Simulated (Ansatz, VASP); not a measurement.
**K2S in VASP and in Ansatz**

Contents of INCAR:

```
PREC     = Accurate       # precision mode
ENCUT    = 500            # plane-wave cutoff, eV
EDIFF    = 1E-6           # SCF threshold, eV
ISMEAR   = 0              # smearing method
SIGMA    = 0.02           # smearing width, eV
LREAL    = False          # projectors in reciprocal space
LASPH    = True           # aspherical terms in the spheres
NELM     = 120            # most SCF steps
ALGO     = Normal         # electronic algorithm
ISIF     = 2              # what is computed and relaxed
LWAVE    = False          # write WAVECAR
LCHARG   = True           # write CHGCAR
GGA      = PE             # functional
LELF     = True           # ELF
LVHAR    = True         
NBANDS   = 19             # bands
GGA_COMPAT= False
```

The input KPOINTS:

```
Automatic mesh
0
Gamma
  6 6 6
```

File POSCAR:

```
K2S
1.0
    0.0000000000      3.5750028554      3.5750028554
    3.5750028554      0.0000000000      3.5750028554
    3.5750028554      3.5750028554      0.0000000000
K S
2 1
Direct
    0.2500000000      0.2500000000      0.2500000000
    0.7500000000      0.7500000000      0.7500000000
    0.0000000000      0.0000000000      0.0000000000
```

Input for Ansatz:

```yaml
crystal:
  lattice:
    - [0.0, 3.5750028554, 3.5750028554]
    - [3.5750028554, 0.0, 3.5750028554]
    - [3.5750028554, 3.5750028554, 0.0]
  atoms:
    - { symbol: K, position: [0.25, 0.25, 0.25] }
    - { symbol: K, position: [0.75, 0.75, 0.75] }
    - { symbol: S, position: [0.0, 0.0, 0.0] }
basis:
  ecutwfc: 420
kpoints:
  mp_grid: { grid: [6, 6, 6] }
hamiltonian:
  xc: pbe
scf:
  occupations: { method: gaussian, width: 0.02 }
output:
  forces: true
  stress: true
  eigenvalues: true
```

Alike in both runs: task single point; functional PBE; k mesh 6 × 6 × 6; occupations gaussian, width 0.02 eV; no spin polarisation.

```csv
,VASP,Ansatz
version,VASP 6.6.1,Ansatz 0.2.0
potentials or method,"VASP PAW PBE potentials, release 64 (K_sv, S), cutoff 500 eV","scalar-relativistic, plane waves, PAW"
valence electrons in the cell,24,24
```

VASP gave:

| Property | Result |
| --- | --- |
| gap on the k mesh at the Fermi level (eV) | 2.65 |
| least direct gap on the mesh (eV) | 2.96 |
| pressure (GPa) | 3.2 |

Task: Estimate Ansatz's values.

Result: gap on the k mesh at the Fermi level (eV): 2.65; least direct gap on the mesh (eV): 2.96; pressure (GPa): 3.1.

With one functional, cell and mesh, what is left measures potentials, basis and numerics.
